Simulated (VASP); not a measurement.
# PrBe3Si (Cm) in VASP: relaxation of cell and atoms with PBE

Aim: the relaxation of cell and atoms of PrBe3Si with PBE.

Everything below comes from runs of VASP 6.6.1. Logs are shortened: lines on timing, memory, paths and dates and some standing lists are left out, and cuts for length are marked.

### Step 1. The cell of the first run

The structure is monoclinic, space group Cm (No. 8). Conventional cell: a = 5.429 Å, b = 6.490 Å, c = 4.456 Å, α = 90.00°, β = 93.99°, γ = 90.00°. Pr (site symmetry m) has 5 Be at 2.18 to 2.90 Å and 2 Si at 2.50 to 2.75 Å within 2.9 Å. Be (site symmetry 1) has 2 Si at 2.07 to 2.19 Å and 4 Be at 2.43 to 2.86 Å and 2 Pr at 2.86 to 2.90 Å within 2.9 Å. Within 2.8 Å of Be (site symmetry m) lie 2 Si at 2.01 to 2.72 Å and 1 Pr at 2.18 Å and 2 Be at 2.43 Å. Within 2.8 Å of Si (site symmetry m) lie 6 Be at 2.01 to 2.72 Å and 2 Pr at 2.50 to 2.75 Å.

The cell was generated, and may not be a known phase.

### Step 2. Relaxation of cell and atoms, PBE

INCAR reads:

```
SYSTEM = PrBe3Si
PREC = Accurate ; ENCUT = 600
EDIFF = 1E-7 ; ISMEAR = 0
SIGMA = 0.2 ; LREAL = .False.
LASPH = .True. ; NELM = 200
ALGO = Normal ; ISIF = 3
LWAVE = .False. ; LCHARG = .False.
GGA = PE ; IBRION = 2
NSW = 36 ; EDIFFG = -0.08
GGA_COMPAT = .False. ; NELMIN = 4
LMAXMIX = 6
```

KPOINTS reads:

```
Automatic mesh
0
Gamma
  4 4 4
  0 0 0
```

POSCAR reads:

```
PrBe3Si
1.0
    2.7145006200     -3.2450268500      0.0000000000
    2.7145006200      3.2450268500      0.0000000000
   -0.3096670500      0.0000000000      4.4448216000
Pr Be Si
1 3 1
Direct
    0.9165596100      0.9165596100      0.0086100400
    0.1643128100      0.6052865400      0.5006495300
    0.6052865400      0.1643128100      0.5006495300
    0.5159687100      0.5159687100      0.9233264800
    0.6601658800      0.6601658800      0.5202039900
```

Potentials or basis: VASP PAW PBE potentials, release 64 (Pr_3, Be, Si), 4f in core.

Started as:

```bash
$ cat potpaw_PBE.64/Pr_3/POTCAR potpaw_PBE.64/Be/POTCAR potpaw_PBE.64/Si/POTCAR > POTCAR
$ mpirun -np 1 vasp_std > vasp.out
```

OUTCAR:

```text
SYSTEM = PrBe3Si
   PREC = Accurate
   ENCUT = 600
   EDIFF = 1E-7
   ISMEAR = 0
   LREAL = .False.
   LASPH = .True.
   NELM = 200
   ISIF = 3
   GGA = PE
   IBRION = 2
   NSW = 36
   EDIFFG = -0.08
   NELMIN = 4

 ion  position               nearest neighbor table
   1  0.917  0.917  0.009-   4 2.18   5 2.50   5 2.75   2 2.86   3 2.86   2 2.90   3 2.90
   2  0.164  0.605  0.501-   5 2.07   5 2.19   1 2.86   1 2.90
   3  0.605  0.164  0.501-   5 2.07   5 2.19   1 2.86   1 2.90
   4  0.516  0.516  0.923-   5 2.01   1 2.18   5 2.72
   5  0.660  0.660  0.520-   4 2.01   3 2.07   2 2.07   3 2.19   2 2.19   1 2.50   4 2.72   1 2.75

  LATTYP: Found a base centered monoclinic cell.
 ALAT       =     5.4290012400
 B/A-ratio  =     1.1954415579
 C/A-ratio  =     0.8207026429
 COS(beta)  =    -0.0695007073

  Lattice vectors:

 A1 = (   2.7145006200,  -3.2450268500,   0.0000000000)
 A2 = (   2.7145006200,   3.2450268500,   0.0000000000)
 A3 = (  -0.3096670500,   0.0000000000,   4.4448216000)

Analysis of symmetry for initial positions (statically):
=====================================================================
 Subroutine PRICEL returns:
 Original cell was already a primitive cell.

 Routine SETGRP: Setting up the symmetry group for a
 base centered monoclinic supercell.

 Subroutine GETGRP returns: Found  2 space group operations
 (whereof  2 operations were pure point group operations)
 out of a pool of  4 trial point group operations.

The static configuration has the point symmetry C_1h.

Analysis of symmetry for dynamics (positions and initial velocities):
=====================================================================
 Subroutine PRICEL returns:
 Original cell was already a primitive cell.

 Routine SETGRP: Setting up the symmetry group for a
 base centered monoclinic supercell.

 Subroutine GETGRP returns: Found  2 space group operations
 (whereof  2 operations were pure point group operations)
 out of a pool of  4 trial point group operations.

The dynamic configuration has the point symmetry C_1h.

 Subroutine INISYM returns: Found  2 space group operations
 (whereof  2 operations are pure point group operations),
 and found     1 'primitive' translations

----------------------------------------------------------------------------------------

                                     Primitive cell

  volume of cell :      78.3056

  direct lattice vectors                    reciprocal lattice vectors
     2.714500620 -3.245026850  0.000000000     0.184195942 -0.154081930  0.012832779
     2.714500620  3.245026850  0.000000000     0.184195942  0.154081930  0.012832779
    -0.309667050  0.000000000  4.444821600     0.000000000  0.000000000  0.224980908

  length of vectors
     4.230687045  4.230687045  4.455595666     0.240487144  0.240487144  0.224980908

  position of ions in fractional coordinates (direct lattice)
     0.916559610  0.916559610  0.008610040
     0.164312810  0.605286540  0.500649530
     0.605286540  0.164312810  0.500649530
     0.515968710  0.515968710  0.923326480
     0.660165880  0.660165880  0.520203990

  ion indices of the primitive-cell ions
   primitive index   ion index
                 1           1
                 2           2
                 3           3
                 4           4
                 5           5

----------------------------------------------------------------------------------------

 KPOINTS: Automatic mesh

Automatic generation of k-mesh.
 Grid dimensions read from file:
 generate k-points for:    4    4    4

 Generating k-lattice:

  Cartesian coordinates                     Fractional coordinates (reciprocal lattice)
     0.046048986 -0.038520483  0.003208195     0.250000000  0.000000000  0.000000000
     0.046048986  0.038520483  0.003208195     0.000000000  0.250000000  0.000000000
     0.000000000  0.000000000  0.056245227     0.000000000  0.000000000  0.250000000

  Length of vectors
     0.060121786  0.060121786  0.056245227

  Shift w.r.t. Gamma in fractional coordinates (k-lattice)
     0.000000000  0.000000000  0.000000000

 Subroutine IBZKPT returns following result:
 ===========================================

 Found     24 irreducible k-points:

 Following reciprocal coordinates:
            Coordinates               Weight
  0.000000  0.000000  0.000000      1.000000
  0.250000  0.000000  0.000000      4.000000
  0.500000  0.000000  0.000000      2.000000
  0.250000  0.250000  0.000000      2.000000
  0.500000  0.250000  0.000000      4.000000
 -0.250000  0.250000  0.000000      2.000000
[... 16 lines left out ...]
 -0.250000  0.250000  0.500000      2.000000
  0.500000  0.500000  0.500000      1.000000
   k-points           NKPTS =     24   k-points in BZ     NKDIM =     24   number of bands    NBANDS=     14
   number of dos      NEDOS =    301   number of ions     NIONS =      5
   total plane-waves  NPLWV =  46656
   dimension x,y,z NGX =    36 NGY =   36 NGZ =   36
   dimension x,y,z NGXF=    72 NGYF=   72 NGZF=   72
   ions per type =               1   3   1
   NGX,Y,Z   is equivalent  to a cutoff of  14.15, 14.15, 13.43 a.u.
   NGXF,Y,Z  is equivalent  to a cutoff of  28.29, 28.29, 26.86 a.u.
 SYSTEM =  PrBe3Si
   PREC   = accura    normal or accurate (medium, high low for compatibility)
   ISTART =      0    job   : 0-new  1-cont  2-samecut
   ICHARG =      2    charge: 1-file 2-atom 10-const
   ISPIN  =      1    spin polarized calculation?
   LNONCOLLINEAR =      F non collinear calculations
   LSORBIT =      F    spin-orbit coupling
   LASPH  =      T    aspherical Exc in radial PAW
   ENCUT  =  600.0 eV  44.10 Ry    6.64 a.u.   8.45  8.45  8.90*2*pi/ulx,y,z
   NELM   =    200;   NELMIN=  4; NELMDL= -5     # of ELM steps
   EDIFF  = 0.1E-06   stopping-criterion for ELM
   LREAL  =      F    real-space projection
   EDIFFG = -.8E-01   stopping-criterion for IOM
   NSW    =     36    number of steps for IOM
   IBRION =      2    ionic relax: 0-MD 1-quasi-New 2-CG
   NFREE  =      1    steps in history (QN), initial steepest desc. (CG)
   ISIF   =      3    stress and relaxation
   ISYM   =      2    0-nonsym 1-usesym 2-fastsym
   POTIM  = 0.5000    time-step for ionic-motion
   TEBEG  =    0.0;   TEEND  =   0.0 temperature during run
   PSTRESS=    0.0 pullay stress
   NELECT =      21.0000    total number of electrons
   NUPDOWN=      -1.0000    fix difference up-down
   EMIN   =  10.00;   EMAX   =-10.00  energy-range for DOS
   EFERMI =   0.00;   METHOD = LEGACY
   ISMEAR =     0;   SIGMA  =   0.20  broadening in eV -4-tet -1-fermi 0-gaus
   EFERMI_NEDOS =   21; number of points for ismear=-14 and -15
   IALGO  =     38    algorithm
   IMIX   =      4    mixing-type and parameters
     AMIX     =   0.40;   BMIX     =  1.00
     AMIX_MAG =   1.60;   BMIX_MAG =  1.00
  volume/ion in A,a.u.               =      15.66       105.69
  Fermi-wavevector in a.u.,A,eV,Ry     =   1.055724  1.995029 15.164417  1.114553
  Thomas-Fermi vector in A             =   2.190933
   LORBIT       =      0    0 simple, 1 ext, 2 COOP (PROOUT), +10 PAW based schemes
   GGA     = PE    functional components
   LHFCALC =     F    Hartree Fock is set to
   AEXX    =    0.0000 exact exchange contribution
   IVDW    =     0    specifies the selected vdW correction
   LEPSILON=     F    determine dielectric tensor
   LRPA    =     F    only Hartree local field effects (RPA)
 conjugate gradient relaxation of ions
 non-spin polarized calculation
 Gauss-broadening in eV      SIGMA  =   0.20
  energy-cutoff  :      600.00
  volume of cell :       78.31
 maximum number of plane-waves:      2627
 NGX is ok and might be reduce to    36
   NGX = 17   NGY = 17   NGZ = 17

--------------------------------------- Ionic step        1  -------------------------------------------

 number of electron      21.0000000 magnetization

 Free energy of the ion-electron system (eV)
  ---------------------------------------------------
  ext. energy  EPLUGINS =         0.00000000
  ---------------------------------------------------
  free energy    TOTEN  =       -16.88147286 eV

  energy without entropy =      -16.83441210  energy(sigma->0) =      -16.85794248

------------------------ aborting loop because EDIFF is reached ----------------------------------------

  FORCE on cell =-STRESS in cart. coord.  units (eV):
  Direction    XX          YY          ZZ          XY          YZ          ZX
  --------------------------------------------------------------------------------------
  -------------------------------------------------------------------------------------
  Total       14.3133412      1.8420055      8.3626217      0.0000000      0.0000000      3.2137832
  in kB      292.8593106     37.6885067    171.1041189      0.0000000      0.0000000     65.7558786
  external PRESSURE =     167.2173121 kB  Pullay stress =       0.0000000 kB
[... 98 lines left out ...]
  FREE ENERGIE OF THE ION-ELECTRON SYSTEM (eV)
  ---------------------------------------------------
  free  energy   TOTEN  =       -19.6735618965 eV

  energy  without entropy=      -19.6442479620  energy(sigma->0) =      -19.65890493

 E-fermi :   4.3263     XC(G=0):  -9.7126

 val. band max:        4.2838550031   @ k =   0.2500   0.2500   0.0000
 cond. band min:       4.3410728872   @ k =  -0.2500  -0.2500   0.2500
 fundamental gap:      0.0572178841
 Fermi energy:         4.3263197291

 k-point     1 :       0.0000    0.0000    0.0000
  band No.  band energies     occupation
      1     -31.4248      2.00000
      2     -13.4947      2.00000
      3     -13.4174      2.00000
      4     -13.3651      2.00000
      5      -5.2437      2.00000
      6       0.5202      2.00000
      7       1.0006      2.00000
      8       1.6502      2.00000
      9       3.3050      2.00000
     10       3.3873      2.00000
     11       3.5761      2.00000
     12       5.7451      0.00000
     13       5.8605      0.00000
     14       6.4858      0.00000
[... 375 lines left out ...]
 k-point    24 :       0.5000    0.5000    0.5000
  band No.  band energies     occupation
      1     -31.4085      2.00000
      2     -13.6115      2.00000
      3     -13.5129      2.00000
      4     -13.4864      2.00000
      5      -4.0798      2.00000
      6      -0.5557      2.00000
      7      -0.4143      2.00000
      8       0.2558      2.00000
      9       2.9063      2.00000
     10       3.4965      2.00000
     11       3.6777      2.00000
     12       7.4151      0.00000
     13       8.2317      0.00000
     14       8.4950      0.00000

[... ionic steps 4 to 12 ...]

--------------------------------------- Ionic step       13  -------------------------------------------

 number of electron      21.0000000 magnetization

------------------------ aborting loop because EDIFF is reached ----------------------------------------

  FORCE on cell =-STRESS in cart. coord.  units (eV):
  Direction    XX          YY          ZZ          XY          YZ          ZX
  --------------------------------------------------------------------------------------
  -------------------------------------------------------------------------------------
  Total        0.2375698      0.2381381      0.3174985      0.0000000      0.0000000     -0.2313046
  in kB        5.0748111      5.0869513      6.7821960      0.0000000      0.0000000     -4.9409770
  external PRESSURE =       5.6479861 kB  Pullay stress =       0.0000000 kB
[... 63 lines left out ...]
  energy  without entropy=      -21.8554767066  energy(sigma->0) =      -21.87591916

--------------------------------------- Ionic step       15  -------------------------------------------

 number of electron      21.0000000 magnetization

 Free energy of the ion-electron system (eV)
  ---------------------------------------------------
  ext. energy  EPLUGINS =         0.00000000
  ---------------------------------------------------
  free energy    TOTEN  =       -21.90304312 eV

  energy without entropy =      -21.86246881  energy(sigma->0) =      -21.88275596

 E-fermi :   5.1620     XC(G=0): -10.2241

 val. band max:        5.1079314342   @ k =  -0.2500   0.5000   0.2500
 cond. band min:       5.3445901240   @ k =   0.5000   0.5000   0.0000
 fundamental gap:      0.2366586898
 Fermi energy:         5.1620062257

 k-point     1 :       0.0000    0.0000    0.0000
  band No.  band energies     occupation
      1     -30.3945      2.00000
      2     -12.4568      2.00000
      3     -12.4390      2.00000
      4     -12.2207      2.00000
      5      -4.6028      2.00000
      6       1.3253      2.00000
      7       1.9199      2.00000
      8       2.9102      2.00000
      9       3.4930      2.00000
     10       3.5543      2.00000
     11       4.8343      1.97952
     12       6.8204      0.00000
     13       7.7166      0.00000
     14       8.2838      0.00000
[... 421 lines left out ...]
  FREE ENERGIE OF THE ION-ELECTRON SYSTEM (eV)
  ---------------------------------------------------
  free  energy   TOTEN  =       -21.9030431190 eV

  energy  without entropy=      -21.8624688099  energy(sigma->0) =      -21.88275596

 reached required accuracy - stopping structural energy minimisation
```

It took 3.2 min on 1 thread of Intel Xeon 6975P-C (Granite Rapids), shared host; peak memory 0.24 GiB.

What came out:

* Free energy: -21.9030 eV
* Relaxed volume: 15.11 Å³/atom
* Relaxed cell: a = 4.497 Å, b = 4.497 Å, c = 3.771 Å, α = 89.97°, β = 89.97°, γ = 82.24°
* Space group after relaxing (to 0.1 Å): Amm2 (No. 38)
* Energy gained by relaxing: 1004.3 meV/atom
* Ionic steps: 15
* Pressure after relaxing: -0.1 GPa
* Largest force after relaxing: 0.054 eV/Å
* Band gap on the k mesh: zero (an odd number of electrons rules out a gap without spin polarisation)

Forces on the atoms (eV/Å):
```
Pr   0.041  0.000 -0.001
Be  -0.030  0.005  0.007
Be  -0.030 -0.005  0.007
Be  -0.004  0.000 -0.054
Si   0.023  0.000  0.040
```

The path:
```tsv
step	energy change (eV)	largest force (eV/Å)	pressure (GPa)	volume (Å³)
1	0.0000	8.8273	16.72	78.31
2	-2.6585	1.0315	-8.79	97.95
3	-2.7921	1.4822	-5.64	92.62
4	-3.4213	1.2885	-3.50	86.02
5	-4.0431	1.6687	4.67	74.98
6	-4.4587	1.6094	3.18	74.69
7	-4.6162	1.8560	3.86	73.81
8	-4.6629	1.7887	3.10	74.17
9	-4.8975	0.7875	-0.90	76.77
10	-4.9205	0.4552	-2.29	77.93
11	-4.9693	0.3980	-0.43	76.01
12	-4.9791	0.4444	1.03	74.71
13	-5.0044	0.3373	0.56	75.00
14	-5.0149	0.2310	0.09	75.35
15	-5.0216	0.0537	-0.13	75.55
```

Final structure:
```yaml
crystal:
  lattice:
    - [3.38413, -2.95727, 0.14902]
    - [3.38413, 2.95727, 0.14902]
    - [-0.16355, 0.00000, 3.76718]
  atoms:
    - { symbol: Pr, position: [0.03627, 0.03627, 0.99073] }
    - { symbol: Be, position: [0.18095, 0.52119, 0.49073] }
    - { symbol: Be, position: [0.52119, 0.18095, 0.49073] }
    - { symbol: Be, position: [0.45979, 0.45979, 0.99183] }
    - { symbol: Si, position: [0.66409, 0.66409, 0.48942] }
```

Caveat: the k points lie up to 0.42 Å⁻¹ apart in the final cell, too coarse for converged energies and pressures of a metal; a cell axis changed by over 15 % at a fixed basis, so the end point is rough; spin-orbit coupling is left out, which moves the levels of the heavy elements; the 4f electrons are frozen in the core, so they carry no moment and show no levels; the relaxation stopped at a loose force limit of 0.08 eV/Å, so its end isn't a converged minimum.

The gap in the log of VASP goes by the Fermi energy; the results here count the filled bands.